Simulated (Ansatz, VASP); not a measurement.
# One calculation of CdS2O2, two programs

```
Cd S O
1.0
    -2.26047    2.26047    4.35815
     2.26047   -2.26047    4.35815
     2.26047    2.26047   -4.35815
Cd S O
1 2 2
Direct
  0.00000 0.00000 0.00000
  0.25000 0.75000 0.50000
  0.75000 0.25000 0.50000
  0.75798 0.75798 0.00000
  0.24202 0.24202 0.00000
```

Change from the starting cell: species swapped into the LaSi2Ru2 type (I4/mmm, No. 139).

Alike in both runs: functional PBE; k mesh 12 × 12 × 12; occupations gaussian, width 0.1 eV; no spin polarisation.

Ansatz relaxed the structure, and its values are those at the end. VASP's run is a single point on that final structure, the one shown.

|  | VASP | Ansatz |
| --- | --- | --- |
| version | VASP 6.6.1 | Ansatz 0.2.0 |
| potentials or method | VASP PAW PBE potentials, release 64 (Cd, S, O), cutoff 520 eV | scalar-relativistic, plane waves, PAW |
| valence electrons in the cell | 36 | 44 |

```csv
,VASP,Ansatz,Ansatz less VASP
gap on the k mesh at the Fermi level (eV),none,none,-
pressure (GPa),0.3,0.0,-0.35
rms of the force components (eV/Å),0.055,0.001,-0.0537
```

A gap of «none» marks a metal or a gap that the smearing closes. With one functional, cell and mesh, what is left measures potentials, basis and numerics. VASP's potentials hold 36 valence electrons a cell and Ansatz's 44, so a difference there can come from the potentials and not from the codes.
